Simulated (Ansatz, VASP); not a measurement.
Two plane-wave programs on Sb

File INCAR:

```
SYSTEM = Sb
PREC     = Accurate       ! precision mode
ENCUT    = 520            ! plane-wave cutoff, eV
EDIFF    = 1E-6           ! SCF threshold, eV
ISMEAR   = -1             ! smearing method
SIGMA    = 0.1            ! smearing width, eV
LREAL    = .False.        ! projectors in reciprocal space
LASPH    = .True.         ! aspherical terms in the spheres
NELM     = 100            ! most SCF steps
ALGO     = Normal         ! electronic algorithm
ISIF     = 2              ! what is computed and relaxed
LWAVE    = .False.        ! write WAVECAR
LCHARG   = .True.         ! write CHGCAR
GGA      = RP             ! functional
LELF     = .True.         ! ELF
LVHAR    = .True.       
NBANDS   = 8              ! bands
```

KPOINTS

```
Automatic mesh
0
Gamma
  11 11 11
  0 0 0
```

Contents of POSCAR:

```
Sb
1.0
    2.9993104500      0.0000000000      0.0000000000
    0.0000000000      2.9993104500      0.0000000000
    0.0000000000      0.0000000000      2.9993104500
Sb
1
Direct
    0.0000000000      0.0000000000      0.0000000000
```

Input for Ansatz:

```yaml
crystal:
  lattice:
    - [2.99931045, 0.0, 0.0]
    - [0.0, 2.99931045, 0.0]
    - [0.0, 0.0, 2.99931045]
  atoms:
    - { symbol: Sb, position: [0.0, 0.0, 0.0] }
hamiltonian:
  xc: rpbe
  pseudopotentials:
    kind: paw
    azcp:
      Sb: "pseudopotentials/Sb.paw.azcp"
basis:
  ecutwfc: 420
  fft_grid_basis: typed
kpoints:
  mp_grid: { grid: [11, 11, 11], shift: [0, 0, 0] }
magnetization:
  spin_polarized: false
scf:
  occupations: { method: fermi_dirac, width: 0.1 }
  lower_state_search: "off"
output:
  stress: true
```

Alike in both runs: task single point; functional RPBE; k mesh 11 × 11 × 11; occupations fermi-dirac, width 0.1 eV; no spin polarisation.

|  | VASP | Ansatz |
| --- | --- | --- |
| version | VASP 6.6.1 | Ansatz 0.2.0 |
| potentials or method | VASP PAW PBE potentials, release 64 (Sb), cutoff 520 eV | plane waves (420 eV) with PAW, scalar-relativistic |
| valence electrons in the cell | 5 | 15 |

```csv
,VASP,Ansatz,Ansatz less VASP
pressure (GPa),9.1,9.1,+0.03
```

VASP's potentials were made for PBE, not for RPBE. VASP's potentials hold 5 valence electrons a cell and Ansatz's 15, so a difference there can come from the potentials and not from the codes.

Neither program's run includes spin-orbit coupling.
